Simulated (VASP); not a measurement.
# Mn (Im-3m) in VASP: notebook

Runs on Mn. Level: PBE. Tasks: single point.

Everything below comes from runs of VASP 6.6.1. Logs are shortened: lines on timing, memory, paths and dates and some standing lists are left out, and cuts for length are marked.

### 1 The cell of the first run

It takes space group Im-3m (No. 229, cubic). The conventional cell has a = 2.592 Å, b = 2.592 Å, c = 2.592 Å, α = 90.00°, β = 90.00°, γ = 90.00°. Mn (site symmetry m-3m) has 14 Mn at 2.24 to 2.59 Å within 3.0 Å.

This isn't the form of Mn at room conditions, which is a 58-atom cubic cell.

### 2 Single point, PBE, collinear spin, ferromagnetic start

The input, INCAR:

```
SYSTEM = Mn
  PREC = Accurate
  ENCUT = 520
  EDIFF = 1E-6
  ISMEAR = -1
  SIGMA = 0.08
  LREAL = .FALSE.
  LASPH = .TRUE.
  NELM = 150
  ALGO = Normal
  ISIF = 2
  LWAVE = .FALSE.
  LCHARG = .FALSE.
  ISPIN = 2
  MAGMOM = 3
  LORBIT = 11
  LMAXMIX = 4
  GGA = PE
  NBANDS = 16
```

The input, KPOINTS:

```
Automatic mesh
0
G
  21 21 21
  0 0 0
```

The input, POSCAR:

```
Mn
1.0
   -1.2960617749      1.2960617749      1.2960617749
    1.2960617749     -1.2960617749      1.2960617749
    1.2960617749      1.2960617749     -1.2960617749
Mn
1
Direct
    0.0000000000      0.0000000000      0.0000000000
```

Potentials or basis: VASP PAW PBE potentials, release 64 (Mn_pv).

Run with:

```console
> cat potpaw_PBE.64/Mn_pv/POTCAR > POTCAR
> mpirun -np 1 vasp_std > vasp.out
```

OUTCAR:

```text
SYSTEM = Mn
   PREC = Accurate
   ENCUT = 520
   EDIFF = 1E-6
   ISMEAR = -1
   LREAL = .FALSE.
   LASPH = .TRUE.
   NELM = 150
   ISIF = 2
   ISPIN = 2
   LORBIT = 11
   GGA = PE

 ion  position               nearest neighbor table
   1  0.000  0.000  0.000-

  LATTYP: Found a body centered cubic cell.
 ALAT       =     2.5921235498

  Lattice vectors:

 A1 = (  -1.2960617749,   1.2960617749,   1.2960617749)
 A2 = (   1.2960617749,  -1.2960617749,   1.2960617749)
 A3 = (   1.2960617749,   1.2960617749,  -1.2960617749)

Analysis of symmetry for initial positions (statically):
=====================================================================
 Subroutine PRICEL returns:
 Original cell was already a primitive cell.

 Routine SETGRP: Setting up the symmetry group for a
 body centered cubic supercell.

 Subroutine GETGRP returns: Found 48 space group operations
 (whereof 48 operations were pure point group operations)
 out of a pool of 48 trial point group operations.

The static configuration has the point symmetry O_h .

Analysis of symmetry for dynamics (positions and initial velocities):
=====================================================================
 Subroutine PRICEL returns:
 Original cell was already a primitive cell.

 Routine SETGRP: Setting up the symmetry group for a
 body centered cubic supercell.

 Subroutine GETGRP returns: Found 48 space group operations
 (whereof 48 operations were pure point group operations)
 out of a pool of 48 trial point group operations.

The dynamic configuration has the point symmetry O_h .

Analysis of structural, dynamic, and magnetic symmetry:
=====================================================================
 Subroutine PRICEL returns:
 Original cell was already a primitive cell.

 Routine SETGRP: Setting up the symmetry group for a
 body centered cubic supercell.

 Subroutine GETGRP returns: Found 48 space group operations
 (whereof 48 operations were pure point group operations)
 out of a pool of 48 trial point group operations.

The overall configuration has the point symmetry O_h .

 Subroutine INISYM returns: Found 48 space group operations
 (whereof 48 operations are pure point group operations),
 and found     1 'primitive' translations

----------------------------------------------------------------------------------------

                                     Primitive cell

  volume of cell :       8.7084

  direct lattice vectors                    reciprocal lattice vectors
    -1.296061775  1.296061775  1.296061775     0.000000000  0.385784080  0.385784080
     1.296061775 -1.296061775  1.296061775     0.385784080  0.000000000  0.385784080
     1.296061775  1.296061775 -1.296061775     0.385784080  0.385784080  0.000000000

  length of vectors
     2.244844844  2.244844844  2.244844844     0.545581079  0.545581079  0.545581079

  position of ions in fractional coordinates (direct lattice)
     0.000000000  0.000000000  0.000000000

  ion indices of the primitive-cell ions
   primitive index   ion index
                 1           1

----------------------------------------------------------------------------------------

 KPOINTS: Automatic mesh

Automatic generation of k-mesh.
 Grid dimensions read from file:
 generate k-points for:   21   21   21

 Generating k-lattice:

  Cartesian coordinates                     Fractional coordinates (reciprocal lattice)
     0.000000000  0.018370670  0.018370670     0.047619048  0.000000000  0.000000000
     0.018370670  0.000000000  0.018370670     0.000000000  0.047619048  0.000000000
     0.018370670  0.018370670  0.000000000     0.000000000  0.000000000  0.047619048

  Length of vectors
     0.025980051  0.025980051  0.025980051

  Shift w.r.t. Gamma in fractional coordinates (k-lattice)
     0.000000000  0.000000000  0.000000000

 Subroutine IBZKPT returns following result:
 ===========================================

 Found    286 irreducible k-points:

 Following reciprocal coordinates:
            Coordinates               Weight
  0.000000  0.000000  0.000000      1.000000
  0.047619  0.000000  0.000000     12.000000
  0.095238  0.000000  0.000000     12.000000
  0.142857  0.000000  0.000000     12.000000
  0.190476  0.000000  0.000000     12.000000
  0.238095  0.000000  0.000000     12.000000
[... 16 lines left out ...]
  0.142857  0.095238  0.000000     48.000000
  0.190476  0.095238  0.000000     48.000000
 [... further k-points ...]
   k-points           NKPTS =    286   k-points in BZ     NKDIM =    286   number of bands    NBANDS=     16
   number of dos      NEDOS =    301   number of ions     NIONS =      1
   total plane-waves  NPLWV =   5832
   dimension x,y,z NGX =    18 NGY =   18 NGZ =   18
   dimension x,y,z NGXF=    36 NGYF=   36 NGZF=   36
   ions per type =               1
   NGX,Y,Z   is equivalent  to a cutoff of  13.33, 13.33, 13.33 a.u.
   NGXF,Y,Z  is equivalent  to a cutoff of  26.66, 26.66, 26.66 a.u.
 SYSTEM =  Mn
   PREC   = accura    normal or accurate (medium, high low for compatibility)
   ISTART =      0    job   : 0-new  1-cont  2-samecut
   ICHARG =      2    charge: 1-file 2-atom 10-const
   ISPIN  =      2    spin polarized calculation?
   LNONCOLLINEAR =      F non collinear calculations
   LSORBIT =      F    spin-orbit coupling
   LASPH  =      T    aspherical Exc in radial PAW
   ENCUT  =  520.0 eV  38.22 Ry    6.18 a.u.   4.17  4.17  4.17*2*pi/ulx,y,z
   NELM   =    150;   NELMIN=  2; NELMDL= -5     # of ELM steps
   EDIFF  = 0.1E-05   stopping-criterion for ELM
   LREAL  =      F    real-space projection
   EDIFFG = 0.1E-04   stopping-criterion for IOM
   NSW    =      0    number of steps for IOM
   IBRION =     -1    ionic relax: 0-MD 1-quasi-New 2-CG
   NFREE  =      0    steps in history (QN), initial steepest desc. (CG)
   ISIF   =      2    stress and relaxation
   ISYM   =      2    0-nonsym 1-usesym 2-fastsym
   POTIM  = 0.5000    time-step for ionic-motion
   TEBEG  =    0.0;   TEEND  =   0.0 temperature during run
   PSTRESS=    0.0 pullay stress
   NELECT =      13.0000    total number of electrons
   NUPDOWN=      -1.0000    fix difference up-down
   EMIN   =  10.00;   EMAX   =-10.00  energy-range for DOS
   EFERMI =   0.00;   METHOD = LEGACY
   ISMEAR =    -1;   SIGMA  =   0.08  broadening in eV -4-tet -1-fermi 0-gaus
   EFERMI_NEDOS =   21; number of points for ismear=-14 and -15
   IALGO  =     38    algorithm
   IMIX   =      4    mixing-type and parameters
     AMIX     =   0.40;   BMIX     =  1.00
     AMIX_MAG =   1.60;   BMIX_MAG =  1.00
  volume/ion in A,a.u.               =       8.71        58.77
  Fermi-wavevector in a.u.,A,eV,Ry     =   1.871013  3.535703 47.629799  3.500691
  Thomas-Fermi vector in A             =   2.916704
   LORBIT       =     11    0 simple, 1 ext, 2 COOP (PROOUT), +10 PAW based schemes
   GGA     = PE    functional components
   LHFCALC =     F    Hartree Fock is set to
   AEXX    =    0.0000 exact exchange contribution
   IVDW    =     0    specifies the selected vdW correction
   LEPSILON=     F    determine dielectric tensor
   LRPA    =     F    only Hartree local field effects (RPA)
 spin polarized calculation
  energy-cutoff  :      520.00
  volume of cell :        8.71
 maximum number of plane-waves:       242
 NGX is ok and might be reduce to    18
   NGX =  9   NGY =  9   NGZ =  9

 number of electron      12.9999984 magnetization      -0.0014437

 number of electron      12.9999984 magnetization       0.0000057

 Free energy of the ion-electron system (eV)
  ---------------------------------------------------
  ext. energy  EPLUGINS =         0.00000000
  ---------------------------------------------------
  free energy    TOTEN  =        -8.34818780 eV

  energy without entropy =       -8.31334803  energy(sigma->0) =       -8.33076792

 E-fermi :  14.2670     XC(G=0): -15.3450

 val. band max:       14.2660703863   @ k =  -0.3333   0.4286   0.0476
 cond. band min:      14.2672494553   @ k =  -0.3333   0.4762   0.0476
 fundamental gap:      0.0011790691
 Fermi energy:        14.2670386707

 spin component 1

 k-point     1 :       0.0000    0.0000    0.0000
  band No.  band energies     occupation
      1     -33.6687      1.00000
      2     -33.6687      1.00000
      3     -33.6687      1.00000
      4       4.6183      1.00000
      5      12.1184      1.00000
      6      12.1184      1.00000
[... 8 lines left out ...]
     15      49.2898      0.00000
     16      56.0671      0.00000

 k-point     2 :       0.0476    0.0000    0.0000
  band No.  band energies     occupation
      1     -33.7035      1.00000
      2     -33.6790      1.00000
      3     -33.6690      1.00000
      4       4.7415      1.00000
      5      12.0686      1.00000
      6      12.1116      1.00000
[... 8 lines left out ...]
     15      49.5654      0.00000
     16      54.6298      0.00000

 k-point     3 :       0.0952    0.0000    0.0000
  band No.  band energies     occupation
      1     -33.8041      1.00000
      2     -33.7090      1.00000
      3     -33.6699      1.00000
      4       5.1013      1.00000
      5      11.9254      1.00000
      6      12.0809      1.00000
[... 8 lines left out ...]
     15      50.2699      0.00000
     16      52.5434      0.00000

 k-point     4 :       0.1429    0.0000    0.0000
  band No.  band energies     occupation
      1     -33.9602      1.00000
      2     -33.7557      1.00000
      3     -33.6713      1.00000
      4       5.6668      1.00000
      5      11.7066      1.00000
      6      12.0056      1.00000
[... 8 lines left out ...]
     15      50.3931      0.00000
     16      50.6569      0.00000
[... 324 lines left out ...]
 k-point    22 :       0.0952    0.0952    0.0000
  band No.  band energies     occupation
      1     -34.0453      1.00000
      2     -33.7548      1.00000
      3     -33.7019      1.00000
      4       5.9935      1.00000
      5      11.6837      1.00000
      6      11.7941      1.00000
[... 8 lines left out ...]
     15      48.2460      0.00000
     16      52.1557      0.00000

 k-point    23 :       0.1429    0.0952    0.0000
  band No.  band energies     occupation
      1     -34.2228      1.00000
      2     -33.8116      1.00000
      3     -33.7124      1.00000
      4       6.6843      1.00000
      5      11.4436      1.00000
      6      11.6200      1.00000
[... 8 lines left out ...]
     15      47.8796      0.00000
     16      52.1682      0.00000

 k-point    24 :       0.1905    0.0952    0.0000
  band No.  band energies     occupation
      1     -34.4170      1.00000
      2     -33.8840      1.00000
      3     -33.7180      1.00000
      4       7.4156      1.00000
      5      11.1537      1.00000
      6      11.5130      1.00000
[... 8 lines left out ...]
     15      48.4989      0.00000
     16      51.5994      0.00000

 [... further k-points ...]

 spin component 2

 k-point     1 :       0.0000    0.0000    0.0000
  band No.  band energies     occupation
      1     -33.6687      1.00000
      2     -33.6687      1.00000
      3     -33.6687      1.00000
      4       4.6183      1.00000
      5      12.1184      1.00000
      6      12.1184      1.00000
[... 8 lines left out ...]
     15      49.2898      0.00000
     16      56.0671      0.00000

 k-point     2 :       0.0476    0.0000    0.0000
  band No.  band energies     occupation
      1     -33.7035      1.00000
      2     -33.6790      1.00000
      3     -33.6690      1.00000
      4       4.7415      1.00000
      5      12.0686      1.00000
      6      12.1116      1.00000
[... 8 lines left out ...]
     15      49.5654      0.00000
     16      54.6298      0.00000

 k-point     3 :       0.0952    0.0000    0.0000
  band No.  band energies     occupation
      1     -33.8041      1.00000
      2     -33.7090      1.00000
      3     -33.6699      1.00000
      4       5.1013      1.00000
      5      11.9254      1.00000
      6      12.0809      1.00000
[... 8 lines left out ...]
     15      50.2699      0.00000
     16      52.5434      0.00000

 k-point     4 :       0.1429    0.0000    0.0000
  band No.  band energies     occupation
      1     -33.9602      1.00000
      2     -33.7557      1.00000
      3     -33.6713      1.00000
      4       5.6668      1.00000
      5      11.7066      1.00000
      6      12.0056      1.00000
[... 8 lines left out ...]
     15      50.3931      0.00000
     16      50.6569      0.00000
[... 324 lines left out ...]
 k-point    22 :       0.0952    0.0952    0.0000
  band No.  band energies     occupation
      1     -34.0453      1.00000
      2     -33.7548      1.00000
      3     -33.7019      1.00000
      4       5.9935      1.00000
      5      11.6837      1.00000
      6      11.7941      1.00000
[... 8 lines left out ...]
     15      48.2460      0.00000
     16      52.1557      0.00000

 k-point    23 :       0.1429    0.0952    0.0000
  band No.  band energies     occupation
      1     -34.2228      1.00000
      2     -33.8116      1.00000
      3     -33.7124      1.00000
      4       6.6843      1.00000
      5      11.4436      1.00000
      6      11.6200      1.00000
[... 8 lines left out ...]
     15      47.8796      0.00000
     16      52.1683      0.00000

 k-point    24 :       0.1905    0.0952    0.0000
  band No.  band energies     occupation
      1     -34.4170      1.00000
      2     -33.8840      1.00000
      3     -33.7180      1.00000
      4       7.4156      1.00000
      5      11.1537      1.00000
      6      11.5130      1.00000
[... 8 lines left out ...]
     15      48.4989      0.00000
     16      51.5994      0.00000

 [... further k-points ...]
[... 5 lines left out ...]
  --------------------------------------------------------------------------------------
  -------------------------------------------------------------------------------------
  Total        5.1961135      5.1961135      5.1961135      0.0000000     -0.0000000      0.0000000
  in kB      955.9872716    955.9872716    955.9872716      0.0000000     -0.0000000      0.0000000
  external PRESSURE =     955.9872716 kB  Pullay stress =       0.0000000 kB

 VOLUME and BASIS-vectors are now :
 -----------------------------------------------------------------------------
  energy-cutoff  :      520.00
  volume of cell :        8.71
      direct lattice vectors                 reciprocal lattice vectors
    -1.296061775  1.296061775  1.296061775     0.000000000  0.385784080  0.385784080
     1.296061775 -1.296061775  1.296061775     0.385784080  0.000000000  0.385784080
     1.296061775  1.296061775 -1.296061775     0.385784080  0.385784080  0.000000000

 POSITION                                       TOTAL-FORCE (eV/Angst)
 -----------------------------------------------------------------------------------
      0.00000      0.00000      0.00000         0.000000     -0.000000      0.000000
 -----------------------------------------------------------------------------------
    total drift:                                0.000000      0.000000      0.000000

  FREE ENERGIE OF THE ION-ELECTRON SYSTEM (eV)
  ---------------------------------------------------
  free  energy   TOTEN  =        -8.3481878033 eV

  energy  without entropy=       -8.3133480341  energy(sigma->0) =       -8.33076792

 total charge

# of ion       s       p       d       tot
------------------------------------------
    1        0.512   6.575   5.400  12.487

 magnetization (x)

# of ion       s       p       d       tot
------------------------------------------
    1        0.000   0.000   0.000   0.000
```

Run time: 48 s. Hardware: 1 thread of Intel Xeon 6975P-C (Granite Rapids), shared host; peak memory 0.17 GiB.

Results:

| Item | Value |
| --- | --- |
| Free energy | -8.3482 eV |
| Pressure | 95.6 GPa |
| Net moment | 0.00 μB per cell |
| Valence electrons inside the program's atomic spheres | Mn 12.49 |

Caveat: the cell stands under pressure.

(Continued in part 2 of 2.)
